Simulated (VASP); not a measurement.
# GaP (kscan) (F-43m) in VASP: notebook, part 2 of 2

VASP 6.6.1.

## Step 4: Relaxation of cell and atoms, r2SCAN

File POSCAR:

```
GaP
1.0
    0.0000000000      2.7258124900      2.7258124900
    2.7258124900      0.0000000000      2.7258124900
    2.7258124900      2.7258124900      0.0000000000
Ga P
1 1
Direct
    0.0000000000      0.0000000000      0.0000000000
    0.7500000000      0.7500000000      0.7500000000
```

File INCAR.step1:

```
SYSTEM = GaP
PREC     = Accurate       ! precision mode
ENCUT    = 600            ! plane-wave cutoff, eV
ISMEAR   = 0              ! smearing method
SIGMA    = 0.02           ! smearing width, eV
LREAL    = .False.        ! projectors in reciprocal space
LASPH    = .True.         ! aspherical terms in the spheres
NELM     = 100            ! most SCF steps
GGA      = PE             ! functional
ALGO     = Normal         ! electronic algorithm
EDIFF    = 1E-4           ! SCF threshold, eV
LWAVE    = .True.         ! write WAVECAR
LCHARG   = .False.        ! write CHGCAR
```

File INCAR.step2:

```
SYSTEM = GaP
PREC     = Accurate       ! precision mode
ENCUT    = 600            ! plane-wave cutoff, eV
EDIFF    = 1E-6           ! SCF threshold, eV
ISMEAR   = 0              ! smearing method
SIGMA    = 0.02           ! smearing width, eV
LREAL    = .False.        ! projectors in reciprocal space
LASPH    = .True.         ! aspherical terms in the spheres
NELM     = 100            ! most SCF steps
ALGO     = Normal         ! electronic algorithm
ISIF     = 3              ! what is computed and relaxed
LWAVE    = .False.        ! write WAVECAR
LCHARG   = .False.        ! write CHGCAR
METAGGA  = R2SCAN         ! meta-GGA
LMIXTAU  = .True.       
IBRION   = 2              ! ionic algorithm
NSW      = 100            ! ionic steps
EDIFFG   = -0.002         ! ionic threshold
ISTART   = 1
```

File KPOINTS:

```
regular mesh
0
Gamma
  8 8 8
  0 0 0
```

Potentials or basis: VASP PAW PBE potentials, release 64 (Ga_d, P).

Command:

```bash
$ cat potpaw_PBE.64/Ga_d/POTCAR potpaw_PBE.64/P/POTCAR > POTCAR
$ cp INCAR.step1 INCAR
$ mpirun -np 1 vasp_std > vasp.out
$ cp INCAR.step2 INCAR
$ mpirun -np 1 vasp_std > vasp.out
```

OUTCAR:

```text
SYSTEM = GaP
   PREC = Accurate
   ENCUT = 600
   EDIFF = 1E-6
   ISMEAR = 0
   LREAL = .False.
   LASPH = .True.
   NELM = 100
   ISIF = 3
   METAGGA = R2SCAN
   IBRION = 2
   NSW = 100
   EDIFFG = -0.002
   ISTART = 1

 ion  position               nearest neighbor table
   1  0.000  0.000  0.000-   2 2.36   2 2.36   2 2.36   2 2.36
   2  0.750  0.750  0.750-   1 2.36   1 2.36   1 2.36   1 2.36

  LATTYP: Found a face centered cubic cell.
 ALAT       =     5.4516249800

  Lattice vectors:

 A1 = (   0.0000000000,   2.7258124900,   2.7258124900)
 A2 = (   2.7258124900,   0.0000000000,   2.7258124900)
 A3 = (   2.7258124900,   2.7258124900,   0.0000000000)

Analysis of symmetry for initial positions (statically):
=====================================================================
 Subroutine PRICEL returns:
 Original cell was already a primitive cell.

 Routine SETGRP: Setting up the symmetry group for a
 face centered cubic supercell.

 Subroutine GETGRP returns: Found 24 space group operations
 (whereof 24 operations were pure point group operations)
 out of a pool of 48 trial point group operations.

The static configuration has the point symmetry T_d .

Analysis of symmetry for dynamics (positions and initial velocities):
=====================================================================
 Subroutine PRICEL returns:
 Original cell was already a primitive cell.

 Routine SETGRP: Setting up the symmetry group for a
 face centered cubic supercell.

 Subroutine GETGRP returns: Found 24 space group operations
 (whereof 24 operations were pure point group operations)
 out of a pool of 48 trial point group operations.

The dynamic configuration has the point symmetry T_d .

 Subroutine INISYM returns: Found 24 space group operations
 (whereof 24 operations are pure point group operations),
 and found     1 'primitive' translations

----------------------------------------------------------------------------------------

                                     Primitive cell

  volume of cell :      40.5059

  direct lattice vectors                    reciprocal lattice vectors
     0.000000000  2.725812490  2.725812490    -0.183431546  0.183431546  0.183431546
     2.725812490  0.000000000  2.725812490     0.183431546 -0.183431546  0.183431546
     2.725812490  2.725812490  0.000000000     0.183431546  0.183431546 -0.183431546

  length of vectors
     3.854880992  3.854880992  3.854880992     0.317712758  0.317712758  0.317712758

  position of ions in fractional coordinates (direct lattice)
     0.000000000  0.000000000  0.000000000
     0.750000000  0.750000000  0.750000000

  ion indices of the primitive-cell ions
   primitive index   ion index
                 1           1
                 2           2

----------------------------------------------------------------------------------------

 KPOINTS: regular mesh

Automatic generation of k-mesh.
 Grid dimensions read from file:
 generate k-points for:    8    8    8

 Generating k-lattice:

  Cartesian coordinates                     Fractional coordinates (reciprocal lattice)
[... 46 lines left out ...]
   dimension x,y,z NGXF=    64 NGYF=   64 NGZF=   64
   ions per type =               1   1
   NGX,Y,Z   is equivalent  to a cutoff of  13.80, 13.80, 13.80 a.u.
   NGXF,Y,Z  is equivalent  to a cutoff of  27.60, 27.60, 27.60 a.u.
 SYSTEM =  GaP
   PREC   = accura    normal or accurate (medium, high low for compatibility)
   ISTART =      1    job   : 0-new  1-cont  2-samecut
   ICHARG =      0    charge: 1-file 2-atom 10-const
   ISPIN  =      1    spin polarized calculation?
   LNONCOLLINEAR =      F non collinear calculations
   LSORBIT =      F    spin-orbit coupling
   LASPH  =      T    aspherical Exc in radial PAW
   ENCUT  =  600.0 eV  44.10 Ry    6.64 a.u.   7.70  7.70  7.70*2*pi/ulx,y,z
   NELM   =    100;   NELMIN=  2; NELMDL=  0     # of ELM steps
   EDIFF  = 0.1E-05   stopping-criterion for ELM
   LREAL  =      F    real-space projection
   EDIFFG = -.2E-02   stopping-criterion for IOM
   NSW    =    100    number of steps for IOM
   IBRION =      2    ionic relax: 0-MD 1-quasi-New 2-CG
   NFREE  =      1    steps in history (QN), initial steepest desc. (CG)
   ISIF   =      3    stress and relaxation
   ISYM   =      2    0-nonsym 1-usesym 2-fastsym
   POTIM  = 0.5000    time-step for ionic-motion
   TEBEG  =    0.0;   TEEND  =   0.0 temperature during run
   PSTRESS=    0.0 pullay stress
   NELECT =      18.0000    total number of electrons
   NUPDOWN=      -1.0000    fix difference up-down
   EMIN   =  10.00;   EMAX   =-10.00  energy-range for DOS
   EFERMI =   0.00;   METHOD = LEGACY
   ISMEAR =     0;   SIGMA  =   0.02  broadening in eV -4-tet -1-fermi 0-gaus
   EFERMI_NEDOS =   21; number of points for ismear=-14 and -15
   IALGO  =     38    algorithm
   IMIX   =      4    mixing-type and parameters
     AMIX     =   0.40;   BMIX     =  1.00
     AMIX_MAG =   1.60;   BMIX_MAG =  1.00
  volume/ion in A,a.u.               =      20.25       136.67
  Fermi-wavevector in a.u.,A,eV,Ry     =   1.249280  2.360796 21.234610  1.560700
  Thomas-Fermi vector in A             =   2.383328
   LORBIT       =      0    0 simple, 1 ext, 2 COOP (PROOUT), +10 PAW based schemes
   METAGGA = R2SCAN    functional components
   LHFCALC =     F    Hartree Fock is set to
   AEXX    =    0.0000 exact exchange contribution
   IVDW    =     0    specifies the selected vdW correction
   LEPSILON=     F    determine dielectric tensor
   LRPA    =     F    only Hartree local field effects (RPA)
 conjugate gradient relaxation of ions
 non-spin polarized calculation
 Gauss-broadening in eV      SIGMA  =   0.02
  energy-cutoff  :      600.00
  volume of cell :       40.51
 maximum number of plane-waves:      1366
   NGX = 15   NGY = 15   NGZ = 15

--------------------------------------- Ionic step        1  -------------------------------------------

 number of electron      18.0000003 magnetization

 Free energy of the ion-electron system (eV)
  ---------------------------------------------------
  ext. energy  EPLUGINS =         0.00000000
  ---------------------------------------------------
  free energy    TOTEN  =       -21.46423099 eV

  energy without entropy =      -21.46423099  energy(sigma->0) =      -21.46423099

------------------------ aborting loop because EDIFF is reached ----------------------------------------

  FORCE on cell =-STRESS in cart. coord.  units (eV):
  Direction    XX          YY          ZZ          XY          YZ          ZX
  --------------------------------------------------------------------------------------
  -------------------------------------------------------------------------------------
  Total       -0.0209114     -0.0209114     -0.0209114      0.0000000      0.0000000      0.0000000
  in kB       -0.8271336     -0.8271336     -0.8271336      0.0000000      0.0000000      0.0000000
  external PRESSURE =      -0.8271336 kB  Pullay stress =       0.0000000 kB
[... 59 lines left out ...]
--------------------------------------- Ionic step        3  -------------------------------------------

 number of electron      18.0000003 magnetization

 Free energy of the ion-electron system (eV)
  ---------------------------------------------------
  ext. energy  EPLUGINS =         0.00000000
  ---------------------------------------------------
  free energy    TOTEN  =       -21.46424840 eV

  energy without entropy =      -21.46424840  energy(sigma->0) =      -21.46424840

 E-fermi :   4.5514     XC(G=0): -10.5514

 val. band max:        4.4676530803   @ k =   0.0000   0.0000   0.0000
 cond. band min:       6.3689994812   @ k =   0.3750   0.3750   0.0000
 fundamental gap:      1.9013464009
 Fermi energy:         4.5513523731

 k-point     1 :       0.0000    0.0000    0.0000
  band No.  band energies     occupation
      1     -10.5236      2.00000
      2     -10.5236      2.00000
      3     -10.5236      2.00000
      4     -10.4102      2.00000
      5     -10.4102      2.00000
      6      -8.5579      2.00000
      7       4.4676      2.00000
      8       4.4677      2.00000
      9       4.4677      2.00000
     10       6.8165      0.00000
     11       8.6584      0.00000
     12       8.6584      0.00000
     13       8.6584      0.00000
[... 354 lines left out ...]
  band No.  band energies     occupation
      1     -10.6242      2.00000
      2     -10.4889      2.00000
      3     -10.4769      2.00000
      4     -10.4157      2.00000
      5     -10.4025      2.00000
      6      -5.9713      2.00000
      7      -2.1496      2.00000
      8       1.1772      2.00000
      9       2.4563      2.00000
     10       8.2938      0.00000
     11       9.1151      0.00000
     12      11.3914      0.00000
     13      12.9063      0.00000

 [... further k-points ...]
[... 5 lines left out ...]
  --------------------------------------------------------------------------------------
  -------------------------------------------------------------------------------------
  Total       -0.0039406     -0.0039406     -0.0039406     -0.0000000     -0.0000000     -0.0000000
  in kB       -0.1560461     -0.1560461     -0.1560461     -0.0000000     -0.0000000     -0.0000000
  external PRESSURE =      -0.1560461 kB  Pullay stress =       0.0000000 kB
[... 17 lines left out ...]
  FREE ENERGIE OF THE ION-ELECTRON SYSTEM (eV)
  ---------------------------------------------------
  free  energy   TOTEN  =       -21.4642484039 eV

  energy  without entropy=      -21.4642484039  energy(sigma->0) =      -21.46424840

 reached required accuracy - stopping structural energy minimisation
```

Wall time 80 s (1 thread of Intel Xeon Platinum 8488C (Sapphire Rapids), shared host); peak memory 0.2 GiB.

What came out:

| Quantity | Value |
| --- | --- |
| Free energy | -21.4642 eV |
| Relaxed volume | 20.23 Å³/atom |
| Relaxed cell | a = 3.853 Å, b = 3.853 Å, c = 3.853 Å, α = 60.00°, β = 60.00°, γ = 60.00° |
| Space group after relaxing (to 0.05 Å) | F-43m (No. 216) |
| Energy gained by relaxing | 0.0 meV/atom |
| Ionic steps | 3 |
| Pressure after relaxing | 0.0 GPa |
| Band gap on the k mesh | 1.90 eV, indirect (least direct gap 2.35 eV) |

Final structure:
```
Ga P
1.0
     0.00000    2.72476    2.72476
     2.72476    0.00000    2.72476
     2.72476    2.72476    0.00000
Ga P
1 1
Cartesian
  0.0000 0.0000 0.0000
  4.0871 4.0871 4.0871
```

Caveat: the PAW data sets were made with another functional, which shifts forces and pressure a little.

## Step 5: Overview

```tsv
task	cell	k mesh	cutoff (eV)	smearing	gap on the mesh (eV)	pressure (GPa)
single point	as given	6 × 6 × 6	520	gaussian 0.1 eV	1.91	0.0
single point	as given	8 × 8 × 8	520	gaussian 0.02 eV	1.90	-0.1
relaxation of cell and atoms	relaxed	8 × 8 × 8	600	gaussian 0.02 eV	1.90	0.0
```

Alike in all rows: level r2SCAN; potentials or basis VASP PAW PBE potentials, release 64 (Ga_d, P); no spin polarisation.

Caveats: the PAW data sets were made with another functional, which shifts forces and pressure a little.

Absolute energies hang on the potentials; compare differences alone.
